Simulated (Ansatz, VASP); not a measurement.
# ZnAu: VASP beside Ansatz

```
Zn Au
1.0
     3.14700    0.00000    0.00000
     0.00000    3.14700    0.00000
     0.00000    0.00000    3.14700
Zn Au
1 1
Direct
  0.46028 0.50000 0.50000
  0.00000 0.00000 0.00000
```

Change from the starting cell: all Zn atoms moved +0.125 Å, as atom 1 towards its neighbour atom 1 (Zn) at 3.147 Å.

Alike in both runs: task single point; functional PBE; k mesh 16 × 16 × 16; occupations gaussian, width 0.15 eV; no spin polarisation.

|  | VASP | Ansatz |
| --- | --- | --- |
| version | VASP 6.6.1 | Ansatz 0.2.0 |
| potentials or method | VASP PAW PBE potentials, release 64 (Zn, Au), cutoff 500 eV | scalar-relativistic, plane waves, PAW |
| valence electrons in the cell | 23 | 31 |

|  | VASP | Ansatz | Ansatz less VASP |
| --- | --- | --- | --- |
| gap on the k mesh at the Fermi level (eV) | none | none | - |
| pressure (GPa) | 5.8 | 5.6 | -0.14 |
| traceless stress, the component that is largest in VASP (GPa) | -0.50 | -0.50 | +0.006 |
| rms of the force components (eV/Å) | 0.275 | 0.271 | -0.0038 |

Atom by atom the forces differ by 0.004 eV/Å (rms over components). A gap of «none» marks a metal or a gap that the smearing closes. The functional is the same, so the differences come from potentials, cutoffs and numerics. VASP's potentials hold 23 valence electrons a cell and Ansatz's 31, so a difference there can come from the potentials and not from the codes.

Spin-orbit coupling is off throughout.
